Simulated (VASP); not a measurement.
Runs of VASP 6.6.1 on Au. The structure is that of space group Im-3m (No. 229), or close to it. The cells are those of the table. 

```tsv
task	level	potentials or basis	cell	cutoff (eV)	gap on the mesh (eV)	pressure (GPa)
single point	PBEsol	VASP PAW PBE potentials, release 64 (Au)	a = 2.832 Å, angles 109.5°, 1 atom	520	none	-3.8
single point	BLYP+D4	VASP PAW PBE potentials, release 64 (Au)	a = 2.862 Å, angles 109.5°, 1 atom	520	none	0.6
relaxation of cell and atoms	r2SCAN	VASP PAW PBE potentials, release 64 (Au)	relaxed to 30 GPa from a = 2.870 Å, angles 109.5°, 1 atom	600	none	30.1
single point	PBE	VASP PAW PBE potentials, release 64 (Au)	a = 2.870 Å, angles 109.5°, 1 atom	520	none	(a)
single point	LDA	VASP PAW LDA potentials, release 64 (Au)	a = 2.870 Å, angles 109.5°, 1 atom	520	none	-12.7
```

Alike in all rows: no spin polarisation; k mesh 11 × 11 × 11; smearing fermi-dirac 0.05 eV.

Problem. Fill in the values left out.

Solution. (a) -1.1.

Caveats: spin-orbit coupling is left out, which moves the levels of the heavy elements; the PAW data sets were made with another functional, which shifts forces and pressure a little (some runs); pairwise dispersion overbinds metals, which lowers pressure and volume (some runs); the cell is relaxed towards a set pressure, so the enthalpy falls and the energy may rise (some runs).

A k mesh can miss the band edges, and the runs leave out spin-orbit coupling on Au.

A gap of «none» marks levels without a gap at the run's occupations.
